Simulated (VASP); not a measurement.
Here is a VASP 6.6.1 calculation.

Contents of INCAR:

```
SYSTEM = Cu
PREC = Accurate ; ENCUT = 520
EDIFF = 1E-6 ; ISMEAR = 0
SIGMA = 0.1 ; LREAL = .False.
LASPH = .True. ; NELM = 80
ALGO = Normal ; ISIF = 2
LWAVE = .False. ; LCHARG = .False.
GGA = PS ; NBANDS = 18
```

KPOINTS

```
Automatic mesh
0
Gamma
  16 16 16
  0 0 0
```

File POSCAR:

```
Cu
1.0
    0.0000000000      2.5197713025      2.5197713025
    2.5197713025      0.0000000000      2.5197713025
    2.5197713025      2.5197713025      0.0000000000
Cu
2
Direct
    0.0000000000      0.0000000000      0.0000000000
    0.2500000000      0.2500000000      0.2500000000
```

Potentials or basis: VASP PAW PBE potentials, release 64 (Cu).

Launch:

```bash
$ cat potpaw_PBE.64/Cu/POTCAR > POTCAR
$ mpirun -np 1 vasp_std > vasp.out
```

(1) What does it give for the pressure?

(2) Estimate the band gap on the k mesh.

## Answers

(1) 10.1 GPa.

(2) zero (band 11 reaches 4.92 eV, above the bottom of band 12 at 3.84 eV).

Caveat: the PAW data sets were made with another functional, which shifts forces and pressure a little.
